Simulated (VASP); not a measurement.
CdS: single point with r2SCAN

CdS:

```
Cd S
1.0
     0.00000    2.93921    2.93921
     2.93921    0.00000    2.93921
     2.93921    2.93921    0.00000
Cd S
1 1
Direct
  0.00000 0.00000 0.00000
  0.25000 0.25000 0.25000
```

```
Program                : VASP 6.6.1
Task                   : single point
Functional             : r2SCAN
Potentials or basis    : VASP PAW PBE potentials, release 64 (Cd, S)
Cutoff                 : 520 eV
k mesh                 : 6 × 6 × 6
Occupations            : gaussian, width 0.01 eV
Spin                   : no spin polarisation
Dipole correction      : no
Further INCAR settings : ALGO = Normal; EDIFF = 1e-06; NBANDS = 16
```

The pressure is 0.3 GPa and the band gap on the k mesh is 1.54 eV, direct.

Levels at points of the mesh, in eV from the valence-band top:
| k point | band 6 | band 7 | band 8 | band 9 | band 10 | band 11 | band 12 | band 13 |
| --- | --- | --- | --- | --- | --- | --- | --- | --- |
| (0.00, 0.00, 0.00) | -7.41 | 0.00 | 0.00 | 0.00 | 1.54 | 7.08 | 7.08 | 7.08 |
| (0.50, 0.00, 0.00) | -7.04 | -4.32 | -0.73 | -0.73 | 3.44 | 7.48 | 7.48 | 7.83 |
| (0.50, 0.50, 0.00) | -6.98 | -3.88 | -1.84 | -1.84 | 3.88 | 4.73 | 9.69 | 11.40 |

Run time: 33 s on 1 thread of Intel(R) Xeon(R) Platinum 8488C (Sapphire Rapids) (shared host), peak memory 0.18 GiB.

Caveat: the PAW data sets were made with another functional, which shifts forces and pressure a little. r2SCAN opens gaps a little over a GGA but as a rule still falls short of measured ones.
